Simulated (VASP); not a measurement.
**Ir: single point with LDA**

The system is Ir.

```
Ir
1.0
     0.00000    1.91905    1.91905
     1.91905    0.00000    1.91905
     1.91905    1.91905    0.00000
Ir
1
Direct
  0.00000 0.00000 0.00000
```

```
Program             : VASP 6.6.1
Task                : single point
Functional          : LDA
Potentials or basis : VASP PAW LDA potentials, release 64 (Ir_sv_GW)
Cutoff              : 560 eV
k mesh              : 20 × 20 × 20
Occupations         : fermi-dirac, width 0.15 eV
Spin                : no spin polarisation
```

- Pressure: -8.0 GPa
- Band gap on the k mesh: zero (an odd number of electrons rules out a gap without spin polarisation)

Levels at points of the mesh, in eV from the Fermi level:
```csv
k point,band 4,band 5,band 6,band 7,band 8,band 9,band 10,band 11,band 12,band 13
"(0.00, 0.00, 0.00)",-49.17,-11.06,-3.88,-3.88,-3.88,-1.15,-1.15,13.68,19.16,19.16
"(0.50, 0.00, 0.00)",-49.28,-8.08,-3.97,-3.97,-0.67,0.95,0.95,7.33,13.34,19.14
"(0.50, 0.50, 0.00)",-49.47,-7.89,-7.33,0.93,1.52,1.52,1.77,10.59,11.53,11.53
```

Run time: 32 s on 1 thread of Intel(R) Xeon(R) Platinum 8488C (Sapphire Rapids), on a shared host, peak memory 0.18 GiB.

Caveat: the cell stands under tension; spin-orbit coupling is left out, which moves the levels of the heavy elements.
